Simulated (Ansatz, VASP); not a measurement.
**SiPdC in VASP and in Ansatz**

```
Si Pd C
1.0
     3.65824    0.00000    0.00000
     0.00000    3.65824    0.00000
     0.00000    0.00000    5.50929
Si Pd C
2 2 2
Direct
  0.50000 0.00000 0.15202
  0.00000 0.50000 0.84798
  0.50000 0.00000 0.57459
  0.00000 0.50000 0.42541
  0.00000 0.00000 0.00000
  0.50000 0.50000 0.00000
```

Alike in both runs: functional PBE; k mesh 6 × 6 × 4; occupations gaussian, width 0.1 eV; no spin polarisation.

Ansatz relaxed the structure, and its values are those at the end. VASP's run is a single point on that final structure, the one shown.

|  | VASP | Ansatz |
| --- | --- | --- |
| version | VASP 6.6.1 | Ansatz 0.2.0 |
| potentials or method | VASP PAW PBE potentials, release 64 (Si, Pd, C), cutoff 520 eV | scalar-relativistic, plane waves, PAW |
| valence electrons in the cell | 36 | 52 |

Ansatz gave:

```
gap on the k mesh at the Fermi level (eV) : none
pressure (GPa)                            : 0.0
rms of the force components (eV/Å)        : 0.006
```

Problem. Estimate VASP's values.

Solution. gap on the k mesh at the Fermi level (eV): none; pressure (GPa): 0.0; rms of the force components (eV/Å): 0.007.

A gap of «none» marks a metal or a gap that the smearing closes. VASP's potentials hold 36 valence electrons a cell and Ansatz's 52, so a difference there can come from the potentials and not from the codes.
